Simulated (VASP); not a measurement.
# BaCaSe3 (P6_3/mmc) in VASP: single point with PBE

Aim: the single point of BaCaSe3 with PBE.

Everything below comes from runs of VASP 6.6.1. Logs are shortened: lines on timing, memory, paths and dates and some standing lists are left out, and cuts for length are marked.

**1. The cell of the first run**

The structure is hexagonal, space group P6_3/mmc (No. 194). The conventional cell has a = 6.231 Å, b = 6.231 Å, c = 10.765 Å, α = 90.00°, β = 90.00°, γ = 120.00°. Within 4.3 Å of Ba (site symmetry -3m) lie 6 Se at 3.27 Å. Ca (site symmetry -6m2) has 6 Se at 3.12 Å within 4.1 Å. Within 4.0 Å of Se (site symmetry mm2) lie 4 Se at 3.03 to 3.21 Å and 2 Ca at 3.12 Å and 2 Ba at 3.27 Å.

**2. Single point, PBE**

The input, INCAR:

```
SYSTEM = BaCaSe3
  PREC = Accurate
  ENCUT = 520
  EDIFF = 1E-6
  ISMEAR = 0
  SIGMA = 0.1
  LREAL = .False.
  LASPH = .True.
  NELM = 100
  ALGO = Normal
  ISIF = 2
  LWAVE = .False.
  LCHARG = .False.
  GGA = PE
  NBANDS = 49
```

The input, KPOINTS:

```
Automatic mesh
0
Gamma
  6 6 4
  0 0 0
```

The input, POSCAR:

```
BaCaSe3
1.0
    6.2308902872      0.0000000000      0.0000000000
   -3.1154451436      5.3961092769      0.0000000000
    0.0000000000      0.0000000000     10.7650285219
Ba Ca Se
2 2 6
Direct
    0.0000000000      0.0000000000      0.5000000000
    0.0000000000      0.0000000000      0.0000000000
    0.3333333333      0.6666666667      0.7500000000
    0.6666666667      0.3333333333      0.2500000000
    0.1714915821      0.3429831641      0.2500000000
    0.8285084179      0.1714915821      0.7500000000
    0.8285084179      0.6570168359      0.7500000000
    0.1714915821      0.8285084179      0.2500000000
    0.6570168359      0.8285084179      0.2500000000
    0.3429831641      0.1714915821      0.7500000000
```

Potentials or basis: VASP PAW PBE potentials, release 64 (Ba_sv, Ca_sv, Se).

Started as:

```sh
$ cat potpaw_PBE.64/Ba_sv/POTCAR potpaw_PBE.64/Ca_sv/POTCAR potpaw_PBE.64/Se/POTCAR > POTCAR
$ mpirun -np 1 vasp_std > vasp.out
```

OUTCAR:

```text
SYSTEM = BaCaSe3
   PREC = Accurate
   ENCUT = 520
   EDIFF = 1E-6
   ISMEAR = 0
   LREAL = .False.
   LASPH = .True.
   NELM = 100
   ISIF = 2
   GGA = PE

 ion  position               nearest neighbor table
   1  0.000  0.000  0.500-   5 3.27   7 3.27   9 3.27  10 3.27   6 3.27   8 3.27
   2  0.000  0.000  0.000-   5 3.27   7 3.27   9 3.27  10 3.27   6 3.27   8 3.27
   3  0.333  0.667  0.750-
   4  0.667  0.333  0.250-
   5  0.171  0.343  0.250-   1 3.27   2 3.27
   6  0.829  0.171  0.750-   1 3.27   2 3.27
   7  0.829  0.657  0.750-   1 3.27   2 3.27
   8  0.171  0.829  0.250-   1 3.27   2 3.27
   9  0.657  0.829  0.250-   1 3.27   2 3.27
  10  0.343  0.171  0.750-   1 3.27   2 3.27

  LATTYP: Found a hexagonal cell.
 ALAT       =     6.2308902872
 C/A-ratio  =     1.7276870601

  Lattice vectors:

 A1 = (   6.2308902872,   0.0000000000,   0.0000000000)
 A2 = (  -3.1154451436,   5.3961092769,   0.0000000000)
 A3 = (   0.0000000000,   0.0000000000,  10.7650285219)

Analysis of symmetry for initial positions (statically):
=====================================================================
 Subroutine PRICEL returns:
 Original cell was already a primitive cell.

 Routine SETGRP: Setting up the symmetry group for a
 hexagonal supercell.

 Subroutine GETGRP returns: Found 24 space group operations
 (whereof 12 operations were pure point group operations)
 out of a pool of 24 trial point group operations.

The static configuration has the point symmetry D_3d.
 The point group associated with its full space group is D_6h.

Analysis of symmetry for dynamics (positions and initial velocities):
=====================================================================
 Subroutine PRICEL returns:
 Original cell was already a primitive cell.

 Routine SETGRP: Setting up the symmetry group for a
 hexagonal supercell.

 Subroutine GETGRP returns: Found 24 space group operations
 (whereof 12 operations were pure point group operations)
 out of a pool of 24 trial point group operations.

The dynamic configuration has the point symmetry D_3d.
 The point group associated with its full space group is D_6h.

 Subroutine INISYM returns: Found 24 space group operations
 (whereof 12 operations are pure point group operations),
 and found     1 'primitive' translations

[... 105 lines left out ...]
   NELM   =    100;   NELMIN=  2; NELMDL= -5     # of ELM steps
   EDIFF  = 0.1E-05   stopping-criterion for ELM
   LREAL  =      F    real-space projection
[... 7 lines left out ...]
   TEBEG  =    0.0;   TEEND  =   0.0 temperature during run
   PSTRESS=    0.0 pullay stress
   NELECT =      76.0000    total number of electrons
   NUPDOWN=      -1.0000    fix difference up-down
   EMIN   =  10.00;   EMAX   =-10.00  energy-range for DOS
   EFERMI =   0.00;   METHOD = LEGACY
   ISMEAR =     0;   SIGMA  =   0.10  broadening in eV -4-tet -1-fermi 0-gaus
   EFERMI_NEDOS =   21; number of points for ismear=-14 and -15
   IALGO  =     38    algorithm
   IMIX   =      4    mixing-type and parameters
     AMIX     =   0.40;   BMIX     =  1.00
     AMIX_MAG =   1.60;   BMIX_MAG =  1.00
  volume/ion in A,a.u.               =      36.19       244.25
  Fermi-wavevector in a.u.,A,eV,Ry     =   0.973040  1.838779 12.882089  0.946807
  Thomas-Fermi vector in A             =   2.103387
   LORBIT       =      0    0 simple, 1 ext, 2 COOP (PROOUT), +10 PAW based schemes
   GGA     = PE    functional components
   LHFCALC =     F    Hartree Fock is set to
   AEXX    =    0.0000 exact exchange contribution
   IVDW    =     0    specifies the selected vdW correction
   LEPSILON=     F    determine dielectric tensor
   LRPA    =     F    only Hartree local field effects (RPA)
 non-spin polarized calculation
 Gauss-broadening in eV      SIGMA  =   0.10
  energy-cutoff  :      520.00
  volume of cell :      361.95
 maximum number of plane-waves:      9803
 NGX is ok and might be reduce to    48
   NGX = 23   NGY = 23   NGZ = 41

 number of electron      75.9999993 magnetization

 Free energy of the ion-electron system (eV)
  ---------------------------------------------------
  ext. energy  EPLUGINS =         0.00000000
  ---------------------------------------------------
  free energy    TOTEN  =       -38.92362342 eV

  energy without entropy =      -38.90664744  energy(sigma->0) =      -38.91513543

 E-fermi :   2.8439     XC(G=0):  -7.8761

 val. band max:        2.8327791527   @ k =   0.3333   0.0000   0.0000
 cond. band min:       2.8455951073   @ k =   0.1667   0.1667   0.2500
 fundamental gap:      0.0128159546
 Fermi energy:         2.8439034467

 k-point     1 :       0.0000    0.0000    0.0000
  band No.  band energies     occupation
      1     -39.6357      2.00000
      2     -39.6357      2.00000
      3     -25.7946      2.00000
      4     -25.7912      2.00000
      5     -20.8150      2.00000
      6     -20.8149      2.00000
[... 1081 lines left out ...]
     48       4.8944      0.00000
     49       5.5884      0.00000

------------------------ aborting loop because EDIFF is reached ----------------------------------------

  FORCE on cell =-STRESS in cart. coord.  units (eV):
  Direction    XX          YY          ZZ          XY          YZ          ZX
  --------------------------------------------------------------------------------------
  -------------------------------------------------------------------------------------
  Total        0.3624355      0.3624355      1.1110057      0.0000000     -0.0000000      0.0000000
  in kB        1.6043358      1.6043358      4.9179130      0.0000000     -0.0000000      0.0000000
  external PRESSURE =       2.7088615 kB  Pullay stress =       0.0000000 kB

 VOLUME and BASIS-vectors are now :
 -----------------------------------------------------------------------------
  energy-cutoff  :      520.00
  volume of cell :      361.95
      direct lattice vectors                 reciprocal lattice vectors
     6.230890287  0.000000000  0.000000000     0.160490709  0.092659354  0.000000000
    -3.115445144  5.396109277  0.000000000     0.000000000  0.185318708  0.000000000
     0.000000000  0.000000000 10.765028522     0.000000000  0.000000000  0.092893391

 POSITION                                       TOTAL-FORCE (eV/Angst)
 -----------------------------------------------------------------------------------
      0.00000      0.00000      5.38251         0.000000     -0.000000     -0.000000
      0.00000      0.00000      0.00000         0.000000     -0.000000     -0.000000
     -0.00000      3.59741      8.07377         0.000000     -0.000000      0.000000
      3.11545      1.79870      2.69126         0.000000     -0.000000      0.000000
      0.00000      1.85077      2.69126         0.000000      0.060260      0.000000
      4.62807      0.92539      8.07377        -0.052187      0.030130     -0.000000
      3.11545      3.54533      8.07377         0.000000     -0.060260     -0.000000
     -1.51263      4.47072      2.69126         0.052187     -0.030130     -0.000000
      1.51263      4.47072      2.69126        -0.052187     -0.030130      0.000000
      1.60282      0.92539      8.07377         0.052187      0.030130     -0.000000
 -----------------------------------------------------------------------------------
    total drift:                                0.000000     -0.000000      0.000000

  FREE ENERGIE OF THE ION-ELECTRON SYSTEM (eV)
  ---------------------------------------------------
  free  energy   TOTEN  =       -38.9236234161 eV

  energy  without entropy=      -38.9066474375  energy(sigma->0) =      -38.91513543
```

OSZICAR:

```text
N       E                     dE             d eps       ncg     rms          rms(c)
DAV:   1     0.613856437181E+03    0.61386E+03   -0.32595E+04  2066   0.134E+03
DAV:   2     0.207037431775E+02   -0.59315E+03   -0.57667E+03  2729   0.304E+02
DAV:   3    -0.387656168807E+02   -0.59469E+02   -0.58552E+02  2947   0.851E+01
DAV:   4    -0.412162752874E+02   -0.24507E+01   -0.24358E+01  3364   0.171E+01
DAV:   5    -0.413180697861E+02   -0.10179E+00   -0.10172E+00  3132   0.254E+00    0.996E+00
DAV:   6    -0.393052451235E+02    0.20128E+01   -0.28649E+00  2643   0.487E+00    0.574E+00
DAV:   7    -0.389332906151E+02    0.37195E+00   -0.18015E+00  2716   0.389E+00    0.186E+00
DAV:   8    -0.389244253123E+02    0.88653E-02   -0.47651E-01  2533   0.225E+00    0.579E-01
DAV:   9    -0.389158594780E+02    0.85658E-02   -0.68839E-02  2499   0.869E-01    0.262E-01
DAV:  10    -0.389214802887E+02   -0.56208E-02   -0.10372E-02  3241   0.287E-01    0.130E-01
DAV:  11    -0.389233507664E+02   -0.18705E-02   -0.30511E-03  2379   0.178E-01    0.437E-02
DAV:  12    -0.389235161615E+02   -0.16540E-03   -0.44298E-04  2689   0.660E-02    0.261E-02
DAV:  13    -0.389236163137E+02   -0.10015E-03   -0.24836E-04  2556   0.465E-02    0.129E-02
DAV:  14    -0.389236189845E+02   -0.26707E-05   -0.30221E-05  2940   0.161E-02    0.868E-03
DAV:  15    -0.389236226017E+02   -0.36172E-05   -0.46630E-06  2060   0.758E-03    0.401E-03
DAV:  16    -0.389236234161E+02   -0.81441E-06   -0.20574E-06  1899   0.518E-03
   1 F= -.38923623E+02 E0= -.38915135E+02  d E =-.169760E-01
```

stdout:

```text
POSCAR found type information on POSCAR BaCaSe
 POSCAR found :  3 types and      10 ions
 scaLAPACK will be used
 LDA part: xc-table for (Slater+PW92), standard interpolation
 POSCAR, INCAR and KPOINTS ok, starting setup
 FFT: planning ... GRIDC
 FFT: planning ... GRID_SOFT
 FFT: planning ... GRID
 WAVECAR not read
 entering main loop
```

Wall time 15 min (1 thread of Intel Xeon 8259CL, shared host); peak memory 0.67 GiB.

Results:

```
Free energy            : -38.9236 eV
Pressure               : 0.3 GPa
Largest force          : 0.060 eV/Å
Band gap on the k mesh : zero (bands 38 and 39 overlap by 1.02 eV)
```

Forces in eV/Å, atoms in the order of the input:
```
Ba   0.000  0.000  0.000
Ba   0.000  0.000  0.000
Ca   0.000  0.000  0.000
Ca   0.000  0.000  0.000
Se   0.000  0.060  0.000
Se  -0.052  0.030  0.000
Se   0.000 -0.060  0.000
Se   0.052 -0.030  0.000
Se  -0.052 -0.030  0.000
Se   0.052  0.030  0.000
```

Stress tensor (GPa, compression positive):
```
0.16 0.00 0.00
0.00 0.16 0.00
0.00 0.00 0.49
```

Caveat: spin-orbit coupling is left out, which moves the levels of the heavy elements.
